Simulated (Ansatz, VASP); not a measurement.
# GaSb3 in VASP and in Ansatz

File INCAR:

```
PREC     = Accurate       # precision mode
ENCUT    = 520            # plane-wave cutoff, eV
EDIFF    = 1E-6           # SCF threshold, eV
ISMEAR   = 0              # smearing method
SIGMA    = 0.15           # smearing width, eV
LREAL    = False          # projectors in reciprocal space
LASPH    = True           # aspherical terms in the spheres
NELM     = 60             # most SCF steps
ALGO     = Normal         # electronic algorithm
ISIF     = 2              # what is computed and relaxed
LWAVE    = False          # write WAVECAR
LCHARG   = False          # write CHGCAR
GGA      = PE             # functional
IVDW     = 12             # dispersion correction
NBANDS   = 22             # bands
```

File KPOINTS:

```
Automatic mesh
0
Gamma
  10 10 10
```

File POSCAR:

```
GaSb3
1.0
    0.0000000000      3.6966479281      3.6481278280
    3.6966479281      0.0000000000      3.6481278280
    3.6966479281      3.6966479281      0.0000000000
Ga Sb
1 3
Direct
    0.0000000000      0.0000000000      0.0000000000
    0.2685026411      0.2314973589      0.2314973589
    0.7314973589      0.7685026411      0.7685026411
    0.5000000000      0.5000000000      0.5000000000
```

Input for Ansatz:

```yaml
crystal:
  lattice:
    - [0.0, 3.6966479281, 3.648127828]
    - [3.6966479281, 0.0, 3.648127828]
    - [3.6966479281, 3.6966479281, 0.0]
  atoms:
    - { symbol: Ga, position: [0.0, 0.0, 0.0] }
    - { symbol: Sb, position: [0.2685026411, 0.2314973589, 0.2314973589] }
    - { symbol: Sb, position: [0.7314973589, 0.7685026411, 0.7685026411] }
    - { symbol: Sb, position: [0.5, 0.5, 0.5] }
basis:
  ecutwfc: 420
kpoints:
  mp_grid: { grid: [10, 10, 10] }
hamiltonian:
  xc: pbe
  pseudopotentials: { kind: paw, azcp: { folder: soft_1 } }
  dispersion: d3bj
scf:
  occupations: { method: gaussian, width: 0.15 }
output:
  forces: true
  stress: true
  eigenvalues: true
```

Change from the starting cell: mode 4 frozen in at -0.135 Å, equal normal strain along x and y +0.0133.

Alike in both runs: task single point; functional PBE; dispersion D3(BJ); k mesh 10 × 10 × 10; occupations gaussian, width 0.15 eV; no spin polarisation.

|  | VASP | Ansatz |
| --- | --- | --- |
| version | VASP 6.6.1 | Ansatz 0.2.0 |
| potentials or method | VASP PAW PBE potentials, release 64 (Ga_d, Sb), cutoff 520 eV | scalar-relativistic, plane waves, PAW |
| valence electrons in the cell | 28 | 58 |

|  | VASP | Ansatz | Ansatz less VASP |
| --- | --- | --- | --- |
| gap on the k mesh at the Fermi level (eV) | none | none | - |
| pressure (GPa) | -1.1 | -1.0 | +0.09 |
| traceless stress, the component that is largest in VASP (GPa) | -0.84 | -0.84 | -0.001 |
| rms of the force components (eV/Å) | 0.168 | 0.166 | -0.0010 |

Atom by atom the forces differ by 0.001 eV/Å (rms over components). A gap of «none» marks a metal or a gap that the smearing closes. VASP's potentials hold 28 valence electrons a cell and Ansatz's 58, so a difference there can come from the potentials and not from the codes.

Neither program's run includes spin-orbit coupling.
